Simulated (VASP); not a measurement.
Input of a VASP 6.6.1 run:

File INCAR:

```
SYSTEM = Au
PREC = Accurate ; ENCUT = 520
EDIFF = 1E-6 ; ISMEAR = -1
SIGMA = 0.05 ; LREAL = .False.
LASPH = .True. ; NELM = 60
ALGO = Normal ; ISIF = 2
LWAVE = .False. ; LCHARG = .False.
GGA = CA ; NBANDS = 24
```

Contents of KPOINTS:

```
Automatic mesh
0
Gamma
  13 13 5
  0 0 0
```

The input POSCAR:

```
Au
1.0
    0.0000000000      2.0241690387     -2.0241690387
   -2.0241690387      0.0000000000      2.0241690387
    4.0483380774      4.0483380774      4.0483380774
Au
3
Direct
    0.0000000000      0.0000000000      0.0000000000
    0.3333333330      0.6666666670      0.3333333330
    0.6666666670      0.3333333330      0.6666666670
```

Potentials or basis: VASP PAW LDA potentials, release 64 (Au).

The run is started by

```console
$ cat potpaw_LDA.64/Au/POTCAR > POTCAR
$ mpirun -np 1 vasp_std > vasp.out
```

(1) What does it give for the band gap on the k mesh?

(2) Predict the pressure.

Answers

(1) zero (an odd number of electrons rules out a gap without spin polarisation).

(2) 0.2 GPa.

Caveat: spin-orbit coupling is left out, which moves the levels of the heavy elements.
